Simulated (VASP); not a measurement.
The system is Si.

```
Si
1.0
     0.00000    2.72185    2.72185
     2.72185    0.00000    2.72185
     2.72185    2.72185    0.00000
Si
2
Direct
  0.50000 0.50000 0.50000
  0.75000 0.75000 0.75000
```

- Program: VASP 6.6.1
- Task: relaxation of cell and atoms
- Functional: BLYP
- Potentials or basis: VASP PAW PBE potentials, release 64 (Si)
- Cutoff: 600 eV
- k mesh: 8 × 8 × 8
- Occupations: fermi-dirac, width 0.05 eV
- Spin: no spin polarisation

At the start: pressure 4.4 GPa; volume 20.16 Å³/atom.

Where does the relaxation end?

Over 3 steps the energy falls by 13.6 meV/atom and the volume is 21.20 Å³/atom (+5.2 %); space group Fd-3m (No. 227, to 0.05 Å).

Step by step:
```
step  energy change (eV)  largest force (eV/Å)  pressure (GPa)  volume (Å³)
   1              0.0000                0.0000            4.40        40.33
   2             -0.0188                0.0000           -2.11        43.65
   3             -0.0273                0.0000            0.00        42.41
```

Final structure:
```
Si
1.0
     0.00000    2.76785    2.76785
     2.76785    0.00000    2.76785
     2.76785    2.76785    0.00000
Si
2
Direct
  0.50000 0.50000 0.50000
  0.75000 0.75000 0.75000
```

Caveat: the PAW data sets were made with another functional, which shifts forces and pressure a little.
